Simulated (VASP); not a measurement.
A run of VASP 6.6.1 is set up as follows.

The input INCAR:

```
PREC = Accurate
ENCUT = 600
EDIFF = 1E-7
ISMEAR = 0
SIGMA = 0.1
LREAL = False
LASPH = True
NELM = 80
ALGO = Normal
ISIF = 3
LWAVE = False
LCHARG = False
GGA = PS
IBRION = 2
NSW = 80
EDIFFG = -0.01
```

The input KPOINTS:

```
Automatic mesh
0
Gamma
  14 14 14
```

The input POSCAR:

```
Sc
1.0
    2.9160877745      0.0000000000      0.0000000000
    0.0000000000      2.9160877745      0.0000000000
    0.0000000000      0.0000000000      2.9160877745
Sc
1
Direct
    0.0000000000      0.0000000000      0.0000000000
```

Potentials or basis: VASP PAW PBE potentials, release 64 (Sc_sv).

Command:

```sh
$ cat potpaw_PBE.64/Sc_sv/POTCAR > POTCAR
$ mpirun -np 1 vasp_std > vasp.out
```

Problem. Estimate the relaxed cell.

Solution. a = 2.912 Å, b = 2.912 Å, c = 2.912 Å, α = 90.00°, β = 90.00°, γ = 90.00°.

Problem. Predict the relaxed volume.

Solution. 24.69 Å³/atom.

Problem. Predict the space group after relaxing (to 0.05 Å).

Solution. Pm-3m (No. 221).

Final structure:
```yaml
crystal:
  lattice:
    - [2.91175, 0.00000, 0.00000]
    - [0.00000, 2.91175, 0.00000]
    - [0.00000, 0.00000, 2.91175]
  atoms:
    - { symbol: Sc, position: [0.00000, 0.00000, 0.00000] }
```

Caveat: the PAW data sets were made with another functional, which shifts forces and pressure a little.
